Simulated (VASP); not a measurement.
# Cu (Fm-3m) in VASP: further runs

The runs below take Cu through single point, relaxation of cell and atoms, with PBE.

All numbers are computed with VASP 6.6.1; they aren't measurements. Logs are shortened: lines on timing, memory, paths and dates and some standing lists are left out, and cuts for length are marked.

## (1) The cell of the first run

It takes space group Fm-3m (No. 225, cubic). The conventional cell has a = 3.665 Å, b = 3.665 Å, c = 3.665 Å, α = 90.00°, β = 90.00°, γ = 90.00°. Cu (site symmetry m-3m) has 12 Cu at 2.59 Å within 3.4 Å.

## (2) Single point, PBE

Contents of INCAR:

```
SYSTEM = Cu
PREC = Accurate
ENCUT = 520
EDIFF = 1E-7
ISMEAR = -1
SIGMA = 0.05
LREAL = .FALSE.
LASPH = .TRUE.
NELM = 100
ALGO = Normal
ISIF = 2
LWAVE = .FALSE.
LCHARG = .FALSE.
GGA = PE
NBANDS = 12
```

Contents of KPOINTS:

```
Automatic mesh
0
G
  19 19 19
  0 0 0
```

Contents of POSCAR:

```
Cu
1.0
    0.0000000000      1.8326794566      1.8326794566
    1.8326794566      0.0000000000      1.8326794566
    1.8326794566      1.8326794566      0.0000000000
Cu
1
Direct
    0.0000000000      0.0000000000      0.0000000000
```

Potentials or basis: VASP PAW PBE potentials, release 64 (Cu).

Run with:

```sh
cat potpaw_PBE.64/Cu/POTCAR > POTCAR
mpirun -np 1 vasp_std > vasp.out
```

OUTCAR:

```text
SYSTEM = Cu
   PREC = Accurate
   ENCUT = 520
   EDIFF = 1E-7
   ISMEAR = -1
   LREAL = .FALSE.
   LASPH = .TRUE.
   NELM = 100
   ISIF = 2
   GGA = PE

 ion  position               nearest neighbor table
   1  0.000  0.000  0.000-

  LATTYP: Found a face centered cubic cell.
 ALAT       =     3.6653589132

  Lattice vectors:

 A1 = (   0.0000000000,   1.8326794566,   1.8326794566)
 A2 = (   1.8326794566,   0.0000000000,   1.8326794566)
 A3 = (   1.8326794566,   1.8326794566,   0.0000000000)

Analysis of symmetry for initial positions (statically):
=====================================================================
 Subroutine PRICEL returns:
 Original cell was already a primitive cell.

 Routine SETGRP: Setting up the symmetry group for a
 face centered cubic supercell.

 Subroutine GETGRP returns: Found 48 space group operations
 (whereof 48 operations were pure point group operations)
 out of a pool of 48 trial point group operations.

The static configuration has the point symmetry O_h .

Analysis of symmetry for dynamics (positions and initial velocities):
=====================================================================
 Subroutine PRICEL returns:
 Original cell was already a primitive cell.

 Routine SETGRP: Setting up the symmetry group for a
 face centered cubic supercell.

 Subroutine GETGRP returns: Found 48 space group operations
 (whereof 48 operations were pure point group operations)
 out of a pool of 48 trial point group operations.

The dynamic configuration has the point symmetry O_h .

 Subroutine INISYM returns: Found 48 space group operations
 (whereof 48 operations are pure point group operations),
 and found     1 'primitive' translations

----------------------------------------------------------------------------------------

                                     Primitive cell

  volume of cell :      12.3109

  direct lattice vectors                    reciprocal lattice vectors
     0.000000000  1.832679457  1.832679457    -0.272824578  0.272824578  0.272824578
     1.832679457  0.000000000  1.832679457     0.272824578 -0.272824578  0.272824578
     1.832679457  1.832679457  0.000000000     0.272824578  0.272824578 -0.272824578

  length of vectors
     2.591800143  2.591800143  2.591800143     0.472546031  0.472546031  0.472546031

  position of ions in fractional coordinates (direct lattice)
     0.000000000  0.000000000  0.000000000

  ion indices of the primitive-cell ions
   primitive index   ion index
                 1           1

----------------------------------------------------------------------------------------

 KPOINTS: Automatic mesh

Automatic generation of k-mesh.
 Grid dimensions read from file:
 generate k-points for:   19   19   19

 Generating k-lattice:

  Cartesian coordinates                     Fractional coordinates (reciprocal lattice)
    -0.014359188  0.014359188  0.014359188     0.052631579  0.000000000  0.000000000
     0.014359188 -0.014359188  0.014359188     0.000000000  0.052631579  0.000000000
     0.014359188  0.014359188 -0.014359188     0.000000000  0.000000000  0.052631579

  Length of vectors
     0.024870844  0.024870844  0.024870844

  Shift w.r.t. Gamma in fractional coordinates (k-lattice)
     0.000000000  0.000000000  0.000000000

 Subroutine IBZKPT returns following result:
 ===========================================

 Found    220 irreducible k-points:

 Following reciprocal coordinates:
            Coordinates               Weight
  0.000000  0.000000  0.000000      1.000000
  0.052632  0.000000  0.000000      8.000000
  0.105263  0.000000  0.000000      8.000000
  0.157895  0.000000  0.000000      8.000000
  0.210526  0.000000  0.000000      8.000000
  0.263158  0.000000  0.000000      8.000000
[... 16 lines left out ...]
 -0.315789  0.052632  0.000000     24.000000
 -0.263158  0.052632  0.000000     24.000000
 [... further k-points ...]
   k-points           NKPTS =    220   k-points in BZ     NKDIM =    220   number of bands    NBANDS=     12
   number of dos      NEDOS =    301   number of ions     NIONS =      1
   total plane-waves  NPLWV =   8000
   dimension x,y,z NGX =    20 NGY =   20 NGZ =   20
   dimension x,y,z NGXF=    40 NGYF=   40 NGZF=   40
   ions per type =               1
   NGX,Y,Z   is equivalent  to a cutoff of  12.83, 12.83, 12.83 a.u.
   NGXF,Y,Z  is equivalent  to a cutoff of  25.66, 25.66, 25.66 a.u.
 SYSTEM =  Cu
   PREC   = accura    normal or accurate (medium, high low for compatibility)
   ISTART =      0    job   : 0-new  1-cont  2-samecut
   ICHARG =      2    charge: 1-file 2-atom 10-const
   ISPIN  =      1    spin polarized calculation?
   LNONCOLLINEAR =      F non collinear calculations
   LSORBIT =      F    spin-orbit coupling
   LASPH  =      T    aspherical Exc in radial PAW
   ENCUT  =  520.0 eV  38.22 Ry    6.18 a.u.   4.82  4.82  4.82*2*pi/ulx,y,z
   NELM   =    100;   NELMIN=  2; NELMDL= -5     # of ELM steps
   EDIFF  = 0.1E-06   stopping-criterion for ELM
   LREAL  =      F    real-space projection
   EDIFFG = 0.1E-05   stopping-criterion for IOM
   NSW    =      0    number of steps for IOM
   IBRION =     -1    ionic relax: 0-MD 1-quasi-New 2-CG
   NFREE  =      0    steps in history (QN), initial steepest desc. (CG)
   ISIF   =      2    stress and relaxation
   ISYM   =      2    0-nonsym 1-usesym 2-fastsym
   POTIM  = 0.5000    time-step for ionic-motion
   TEBEG  =    0.0;   TEEND  =   0.0 temperature during run
   PSTRESS=    0.0 pullay stress
   NELECT =      11.0000    total number of electrons
   NUPDOWN=      -1.0000    fix difference up-down
   EMIN   =  10.00;   EMAX   =-10.00  energy-range for DOS
   EFERMI =   0.00;   METHOD = LEGACY
   ISMEAR =    -1;   SIGMA  =   0.05  broadening in eV -4-tet -1-fermi 0-gaus
   EFERMI_NEDOS =   21; number of points for ismear=-14 and -15
   IALGO  =     38    algorithm
   IMIX   =      4    mixing-type and parameters
     AMIX     =   0.40;   BMIX     =  1.00
     AMIX_MAG =   1.60;   BMIX_MAG =  1.00
  volume/ion in A,a.u.               =      12.31        83.08
  Fermi-wavevector in a.u.,A,eV,Ry     =   1.576797  2.979715 33.828028  2.486290
  Thomas-Fermi vector in A             =   2.677576
   LORBIT       =      0    0 simple, 1 ext, 2 COOP (PROOUT), +10 PAW based schemes
   GGA     = PE    functional components
[... 5 lines left out ...]
 non-spin polarized calculation
  energy-cutoff  :      520.00
  volume of cell :       12.31
 maximum number of plane-waves:       342
   NGX =  9   NGY =  9   NGZ =  9

 number of electron      10.9999989 magnetization

 Free energy of the ion-electron system (eV)
  ---------------------------------------------------
  ext. energy  EPLUGINS =         0.00000000
  ---------------------------------------------------
  free energy    TOTEN  =        -3.72410119 eV

  energy without entropy =       -3.72070476  energy(sigma->0) =       -3.72240297

 E-fermi :   7.1264     XC(G=0): -12.4875

 val. band max:        7.1008213039   @ k =  -0.3684   0.1579   0.0000
 cond. band min:       7.1322521115   @ k =  -0.3158   0.2105   0.0000
 fundamental gap:      0.0314308076
 Fermi energy:         7.1263518408

 k-point     1 :       0.0000    0.0000    0.0000
  band No.  band energies     occupation
      1      -1.9580      2.00000
      2       4.1729      2.00000
      3       4.1729      2.00000
      4       4.1729      2.00000
      5       4.9429      2.00000
      6       4.9429      2.00000
      7      29.3427      0.00000
      8      31.6670      0.00000
      9      31.6670      0.00000
     10      31.6670      0.00000
     11      34.1319      0.00000
     12      34.1319      0.00000

 k-point     2 :       0.0526    0.0000    0.0000
  band No.  band energies     occupation
      1      -1.8600      2.00000
      2       4.1529      2.00000
      3       4.1910      2.00000
      4       4.1910      2.00000
      5       4.9358      2.00000
      6       4.9358      2.00000
      7      28.7239      0.00000
      8      30.4565      0.00000
      9      31.3370      0.00000
     10      31.3370      0.00000
     11      34.6058      0.00000
     12      34.6058      0.00000

 k-point     3 :       0.1053    0.0000    0.0000
  band No.  band energies     occupation
      1      -1.5686      2.00000
      2       4.0979      2.00000
      3       4.2388      2.00000
      4       4.2388      2.00000
      5       4.9205      2.00000
      6       4.9205      2.00000
      7      26.4369      0.00000
      8      29.9537      0.00000
      9      30.7147      0.00000
     10      30.7147      0.00000
     11      35.6270      0.00000
     12      35.6270      0.00000
[... 286 lines left out ...]
 k-point    23 :      -0.3158    0.0526    0.0000
  band No.  band energies     occupation
      1       1.3987      2.00000
      2       4.1137      2.00000
      3       4.2350      2.00000
      4       4.2725      2.00000
      5       5.1430      2.00000
      6       5.3938      2.00000
      7      15.4913      0.00000
      8      26.2975      0.00000
      9      29.1735      0.00000
     10      30.0378      0.00000
     11      32.1953      0.00000
     12      33.9308      0.00000

 k-point    24 :      -0.2632    0.0526    0.0000
  band No.  band energies     occupation
      1       0.6463      2.00000
      2       3.9281      2.00000
      3       4.2909      2.00000
      4       4.3264      2.00000
      5       4.9963      2.00000
      6       5.2255      2.00000
      7      17.8175      0.00000
      8      26.4648      0.00000
      9      29.7679      0.00000
     10      30.6533      0.00000
     11      32.9452      0.00000
     12      34.2593      0.00000

 [... further k-points ...]
[... 5 lines left out ...]
  --------------------------------------------------------------------------------------
  -------------------------------------------------------------------------------------
  Total       -0.2605547     -0.2605547     -0.2605547     -0.0000000     -0.0000000      0.0000000
  in kB      -33.9093825    -33.9093825    -33.9093825     -0.0000000     -0.0000000      0.0000000
  external PRESSURE =     -33.9093825 kB  Pullay stress =       0.0000000 kB

 VOLUME and BASIS-vectors are now :
 -----------------------------------------------------------------------------
  energy-cutoff  :      520.00
  volume of cell :       12.31
      direct lattice vectors                 reciprocal lattice vectors
     0.000000000  1.832679457  1.832679457    -0.272824578  0.272824578  0.272824578
     1.832679457  0.000000000  1.832679457     0.272824578 -0.272824578  0.272824578
     1.832679457  1.832679457  0.000000000     0.272824578  0.272824578 -0.272824578

 POSITION                                       TOTAL-FORCE (eV/Angst)
 -----------------------------------------------------------------------------------
      0.00000      0.00000      0.00000        -0.000000     -0.000000     -0.000000
 -----------------------------------------------------------------------------------
    total drift:                                0.000000      0.000000      0.000000

  FREE ENERGIE OF THE ION-ELECTRON SYSTEM (eV)
  ---------------------------------------------------
  free  energy   TOTEN  =        -3.7241011876 eV

  energy  without entropy=       -3.7207047561  energy(sigma->0) =       -3.72240297
```

Run time: 17 s. Hardware: 1 thread of Intel Xeon 6975P-C (Granite Rapids), shared host; peak memory 0.14 GiB.

Results:

```yaml
Free_energy: -3.7241 eV
Pressure: -3.4 GPa
```

## (3) Relaxation of cell and atoms, PBE

This run uses another cell than the first one, of 11.95 Å³/atom, 0.971 times its volume.

Contents of INCAR:

```
SYSTEM = Cu
  PREC = Accurate
  ENCUT = 600
  EDIFF = 1E-7
  ISMEAR = -1
  SIGMA = 0.05
  LREAL = .False.
  LASPH = .True.
  NELM = 120
  ALGO = Normal
  ISIF = 3
  LWAVE = .False.
  LCHARG = .False.
  GGA = PE
  IBRION = 2
  NSW = 60
  EDIFFG = -0.005
  GGA_COMPAT = .False.
  NELMIN = 4
```

Contents of KPOINTS:

```
regular mesh
0
Gamma
  19 19 19
  0 0 0
```

Contents of POSCAR:

```
Cu
1.0
    0.0000000000      1.8145933008      1.8145933008
    1.8145933008      0.0000000000      1.8145933008
    1.8145933008      1.8145933008      0.0000000000
Cu
1
Direct
    0.0000000000      0.0000000000      0.0000000000
```

Potentials or basis: VASP PAW PBE potentials, release 64 (Cu).

Run with:

```sh
cat potpaw_PBE.64/Cu/POTCAR > POTCAR
mpirun -np 1 vasp_std > vasp.out
```

OUTCAR:

```text
SYSTEM = Cu
   PREC = Accurate
   ENCUT = 600
   EDIFF = 1E-7
   ISMEAR = -1
   LREAL = .False.
   LASPH = .True.
   NELM = 120
   ISIF = 3
   GGA = PE
   IBRION = 2
   NSW = 60
   EDIFFG = -0.005
   NELMIN = 4

 ion  position               nearest neighbor table
   1  0.000  0.000  0.000-

  LATTYP: Found a face centered cubic cell.
 ALAT       =     3.6291866016

  Lattice vectors:

 A1 = (   0.0000000000,   1.8145933008,   1.8145933008)
 A2 = (   1.8145933008,   0.0000000000,   1.8145933008)
 A3 = (   1.8145933008,   1.8145933008,   0.0000000000)

Analysis of symmetry for initial positions (statically):
=====================================================================
 Subroutine PRICEL returns:
 Original cell was already a primitive cell.
[... 246 lines left out ...]

  energy without entropy =       -3.72412743  energy(sigma->0) =       -3.72576530

 E-fermi :   7.4422     XC(G=0): -12.6357

 val. band max:        7.4197805005   @ k =   0.4211   0.4211   0.0000
 cond. band min:       7.4454490304   @ k =  -0.3684   0.1579   0.0526
 fundamental gap:      0.0256685299
 Fermi energy:         7.4422266563

 k-point     1 :       0.0000    0.0000    0.0000
  band No.  band energies     occupation
      1      -1.8404      2.00000
      2       4.4066      2.00000
      3       4.4066      2.00000
      4       4.4066      2.00000
      5       5.2083      2.00000
      6       5.2083      2.00000
      7      29.8600      0.00000
      8      32.3824      0.00000
      9      32.3824      0.00000
[... 265 lines left out ...]
 k-point    24 :      -0.2632    0.0526    0.0000
  band No.  band energies     occupation
      1       0.8063      2.00000
      2       4.1485      2.00000
      3       4.5286      2.00000
      4       4.5658      2.00000
      5       5.2630      2.00000
      6       5.5015      2.00000
      7      18.3222      0.00000
      8      27.0810      0.00000
      9      30.3623      0.00000

 [... further k-points ...]
[... 5 lines left out ...]
  --------------------------------------------------------------------------------------
  -------------------------------------------------------------------------------------
  Total        0.0017384      0.0017384      0.0017384      0.0000000      0.0000000      0.0000000
  in kB        0.2321530      0.2321530      0.2321530      0.0000000      0.0000000      0.0000000
  external PRESSURE =       0.2321530 kB  Pullay stress =       0.0000000 kB
[... 16 lines left out ...]
  FREE ENERGIE OF THE ION-ELECTRON SYSTEM (eV)
  ---------------------------------------------------
  free  energy   TOTEN  =        -3.7274031738 eV

  energy  without entropy=       -3.7241274300  energy(sigma->0) =       -3.72576530

 reached required accuracy - stopping structural energy minimisation
```

OSZICAR:

```text
N       E                     dE             d eps       ncg     rms          rms(c)
DAV:   1     0.395375333899E+02    0.39538E+02   -0.62980E+03  4073   0.229E+03
[... 22 lines left out ...]
DAV:   1    -0.372853512780E+01   -0.11551E-02   -0.21681E-02  4163   0.384E+00    0.280E-01
DAV:   2    -0.372782576313E+01    0.70936E-03   -0.18178E-02  4153   0.309E+00    0.120E-01
DAV:   3    -0.372743315601E+01    0.39261E-03   -0.30456E-03  4113   0.130E+00    0.391E-02
DAV:   4    -0.372740359135E+01    0.29565E-04   -0.38093E-05  5375   0.779E-02    0.123E-03
DAV:   5    -0.372740346130E+01    0.13006E-06   -0.16528E-07  3256   0.569E-03    0.135E-03
DAV:   6    -0.372740316938E+01    0.29191E-06   -0.95757E-08  2157   0.677E-03    0.132E-04
DAV:   7    -0.372740317378E+01   -0.43942E-08   -0.41290E-09  2027   0.142E-03
   3 F= -.37274032E+01 E0= -.37257653E+01  d E =-.825638E-04
```

Wall time 2.5 min (1 thread of AMD EPYC 7R13, shared host); peak memory 0.14 GiB.

What came out:

| Item | Value |
| --- | --- |
| Free energy | -3.7274 eV |
| Relaxed volume | 12.00 Å³/atom |
| Relaxed cell | a = 2.570 Å, b = 2.570 Å, c = 2.570 Å, α = 60.00°, β = 60.00°, γ = 60.00° |
| Space group after relaxing (to 0.05 Å) | Fm-3m (No. 225) |
| Energy gained by relaxing | 0.1 meV/atom |
| Ionic steps | 3 |
| Pressure after relaxing | 0.0 GPa |

Final structure:
```yaml
crystal:
  lattice:
    - [0.00000, 1.81699, 1.81699]
    - [1.81699, 0.00000, 1.81699]
    - [1.81699, 1.81699, 0.00000]
  atoms:
    - { symbol: Cu, position: [0.00000, 0.00000, 0.00000] }
```

Levels at points of the mesh, in eV from the Fermi level:
```csv
k point,band 4,band 5,band 6,band 7,band 8,band 9
"(0.00, 0.00, 0.00)",-3.04,-2.23,-2.23,22.42,24.94,24.94
```
